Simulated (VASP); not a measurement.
# V (Im-3m) in VASP: further runs, part 2 of 2

VASP 6.6.1.

## (6) Single point, r2SCAN

This run uses another cell than the first one, of 13.28 Å³/atom, 1.087 times its volume.

Input file POSCAR:

```
V
1.0
   -1.4917693513      1.4917693513      1.4917693513
    1.4917693513     -1.4917693513      1.4917693513
    1.4917693513      1.4917693513     -1.4917693513
V
1
Direct
    0.0000000000      0.0000000000      0.0000000000
```

Input file INCAR.step1:

```
ALGO = Normal ; EDIFF = 1E-4
ENCUT = 520 ; GGA = PE
ISMEAR = 0 ; LASPH = T
LCHARG = F ; LREAL = F
LWAVE = T ; NBANDS = 12
NELM = 80 ; PREC = Accurate
SIGMA = 0.03
```

Input file INCAR.step2:

```
ALGO = Normal ; EDIFF = 1E-7
ENCUT = 520 ; ISIF = 2
ISMEAR = 0 ; ISTART = 1
LASPH = T ; LCHARG = F
LMIXTAU = T ; LREAL = F
LWAVE = F ; METAGGA = R2SCAN
NBANDS = 12 ; NELM = 80
PREC = Accurate ; SIGMA = 0.03
```

Input file KPOINTS:

```
k-points
0
Gamma
  15 15 15
```

Potentials or basis: VASP PAW PBE potentials, release 64 (V_sv).

Started as:

```bash
> cat potpaw_PBE.64/V_sv/POTCAR > POTCAR
> cp INCAR.step1 INCAR
> mpirun -np 1 vasp_std > vasp.out
> cp INCAR.step2 INCAR
> mpirun -np 1 vasp_std > vasp.out
```

OUTCAR:

```text
EDIFF = 1E-7
   ENCUT = 520
   ISIF = 2
   ISMEAR = 0
   ISTART = 1
   LASPH = T
   LREAL = F
   METAGGA = R2SCAN
   NELM = 80
   PREC = Accurate

 ion  position               nearest neighbor table
   1  0.000  0.000  0.000-

  LATTYP: Found a body centered cubic cell.
 ALAT       =     2.9835387026

  Lattice vectors:

 A1 = (  -1.4917693513,   1.4917693513,   1.4917693513)
 A2 = (   1.4917693513,  -1.4917693513,   1.4917693513)
 A3 = (   1.4917693513,   1.4917693513,  -1.4917693513)

Analysis of symmetry for initial positions (statically):
=====================================================================
 Subroutine PRICEL returns:
 Original cell was already a primitive cell.

 Routine SETGRP: Setting up the symmetry group for a
 body centered cubic supercell.

 Subroutine GETGRP returns: Found 48 space group operations
 (whereof 48 operations were pure point group operations)
 out of a pool of 48 trial point group operations.

The static configuration has the point symmetry O_h .

Analysis of symmetry for dynamics (positions and initial velocities):
=====================================================================
 Subroutine PRICEL returns:
 Original cell was already a primitive cell.

 Routine SETGRP: Setting up the symmetry group for a
 body centered cubic supercell.

 Subroutine GETGRP returns: Found 48 space group operations
 (whereof 48 operations were pure point group operations)
 out of a pool of 48 trial point group operations.

The dynamic configuration has the point symmetry O_h .

 Subroutine INISYM returns: Found 48 space group operations
 (whereof 48 operations are pure point group operations),
 and found     1 'primitive' translations

----------------------------------------------------------------------------------------

[... 108 lines left out ...]
   IMIX   =      4    mixing-type and parameters
     AMIX     =   0.40;   BMIX     =  1.00
     AMIX_MAG =   1.60;   BMIX_MAG =  1.00
  volume/ion in A,a.u.               =      13.28        89.61
  Fermi-wavevector in a.u.,A,eV,Ry     =   1.625552  3.071848 35.952309  2.642420
  Thomas-Fermi vector in A             =   2.718657
   LORBIT       =      0    0 simple, 1 ext, 2 COOP (PROOUT), +10 PAW based schemes
   METAGGA = R2SCAN    functional components
   LHFCALC =     F    Hartree Fock is set to
   AEXX    =    0.0000 exact exchange contribution
   IVDW    =     0    specifies the selected vdW correction
   LEPSILON=     F    determine dielectric tensor
   LRPA    =     F    only Hartree local field effects (RPA)
 non-spin polarized calculation
 Gauss-broadening in eV      SIGMA  =   0.03
  energy-cutoff  :      520.00
  volume of cell :       13.28
 maximum number of plane-waves:       370
   NGX =  9   NGY =  9   NGZ =  9

 number of electron      12.9999992 magnetization

 Free energy of the ion-electron system (eV)
  ---------------------------------------------------
  ext. energy  EPLUGINS =         0.00000000
  ---------------------------------------------------
  free energy    TOTEN  =       -14.13061431 eV

  energy without entropy =      -14.12974413  energy(sigma->0) =      -14.13017922

 E-fermi :   9.8478     XC(G=0): -14.1509

 val. band max:        9.8387219677   @ k =  -0.2000   0.2667   0.0667
 cond. band min:       9.8507591320   @ k =   0.3333   0.1333   0.0000
 fundamental gap:      0.0120371643
 Fermi energy:         9.8477623461

 k-point     1 :       0.0000    0.0000    0.0000
  band No.  band energies     occupation
      1     -56.4472      2.00000
      2     -28.5745      2.00000
      3     -28.5745      2.00000
      4     -28.5745      2.00000
      5       2.7516      2.00000
      6      10.3380      0.00000
      7      10.3380      0.00000
      8      10.3380      0.00000
      9      12.5543      0.00000
     10      12.5543      0.00000
     11      31.1956      0.00000
     12      31.1957      0.00000
[... 331 lines left out ...]
 k-point    24 :       0.4000    0.2000    0.0000
  band No.  band energies     occupation
      1     -56.2111      2.00000
      2     -29.4329      2.00000
      3     -29.0184      2.00000
      4     -28.6719      2.00000
      5       7.3769      2.00000
      6       8.7182      2.00000
      7       9.6943      2.00000
      8      12.4636      0.00000
      9      13.1251      0.00000
     10      16.5623      0.00000
     11      20.4767      0.00000
     12      23.9481      0.00000

 [... further k-points ...]
[... 5 lines left out ...]
  --------------------------------------------------------------------------------------
  -------------------------------------------------------------------------------------
  Total       -0.0029918     -0.0029918     -0.0029918      0.0000000      0.0000000     -0.0000000
  in kB       -0.3609723     -0.3609723     -0.3609723      0.0000000      0.0000000     -0.0000000
  external PRESSURE =      -0.3609723 kB  Pullay stress =       0.0000000 kB

 VOLUME and BASIS-vectors are now :
 -----------------------------------------------------------------------------
  energy-cutoff  :      520.00
  volume of cell :       13.28
      direct lattice vectors                 reciprocal lattice vectors
    -1.491769351  1.491769351  1.491769351     0.000000000  0.335172458  0.335172458
     1.491769351 -1.491769351  1.491769351     0.335172458  0.000000000  0.335172458
     1.491769351  1.491769351 -1.491769351     0.335172458  0.335172458  0.000000000

 POSITION                                       TOTAL-FORCE (eV/Angst)
 -----------------------------------------------------------------------------------
      0.00000      0.00000      0.00000         0.000000      0.000000     -0.000000
 -----------------------------------------------------------------------------------
    total drift:                                0.000000     -0.000000     -0.000000

  FREE ENERGIE OF THE ION-ELECTRON SYSTEM (eV)
  ---------------------------------------------------
  free  energy   TOTEN  =       -14.1306143108 eV

  energy  without entropy=      -14.1297441263  energy(sigma->0) =      -14.13017922
```

OSZICAR.step1:

```text
N       E                     dE             d eps       ncg     rms          rms(c)
DAV:   1     0.911497421299E+02    0.91150E+02   -0.70098E+03  2892   0.118E+03
DAV:   2    -0.908585768927E+01   -0.10024E+03   -0.97353E+02  2924   0.332E+02
DAV:   3    -0.103495541437E+02   -0.12637E+01   -0.12606E+01  3232   0.436E+01
DAV:   4    -0.103559858167E+02   -0.64317E-02   -0.64316E-02  3108   0.330E+00
DAV:   5    -0.103560645776E+02   -0.78761E-04   -0.78762E-04  3148   0.344E-01    0.187E+01
DAV:   6    -0.901970738751E+01    0.13364E+01   -0.30165E+00  2996   0.289E+01    0.179E+00
DAV:   7    -0.900226460719E+01    0.17443E-01   -0.25576E-02  3004   0.197E+00    0.105E+00
DAV:   8    -0.899391347790E+01    0.83511E-02   -0.42454E-03  3108   0.978E-01    0.913E-02
DAV:   9    -0.899394166383E+01   -0.28186E-04   -0.18349E-04  2676   0.196E-01
   1 F= -.89939417E+01 E0= -.89935968E+01  d E =-.689747E-03
```

It took 37 s on 1 thread of AMD EPYC 9R45 (Zen 5), shared host; peak memory 0.11 GiB.

Results:

```
Free energy : -14.1306 eV
Pressure    : 0.0 GPa
```

Levels at points of the mesh, in eV from the Fermi level:
```csv
k point,band 4,band 5,band 6,band 7,band 8,band 9
"(0.00, 0.00, 0.00)",-38.42,-7.10,0.49,0.49,0.49,2.71
```

Caveat: the PAW data sets were made with another functional, which shifts forces and pressure a little.

## (7) Overview

```csv
cell,k mesh,smearing,gap on the mesh (eV),pressure (GPa)
"a = 2.513 Å, angles 109.5°, 1 atom",24 × 24 × 24,fermi-dirac 0.1 eV,none,19.8
"a = 2.584 Å, angles 109.5°, 1 atom",15 × 15 × 15,fermi-dirac 0.6 eV,none,10.5
"a = 2.584 Å, angles 109.5°, 1 atom",15 × 15 × 15,fermi-dirac 1 eV,none,26.4
"a = 2.584 Å, angles 109.5°, 1 atom",15 × 15 × 15,gaussian 0.01 eV,none,-0.2
"a = 2.584 Å, angles 109.5°, 1 atom",15 × 15 × 15,gaussian 0.03 eV,none,0.0
```

Alike in all rows: task single point; level r2SCAN; potentials or basis VASP PAW PBE potentials, release 64 (V_sv); no spin polarisation; cutoff (eV) 520.

Caveats: the PAW data sets were made with another functional, which shifts forces and pressure a little.

Total energies depend on the potentials used, so only differences within one code and one set of settings carry meaning.
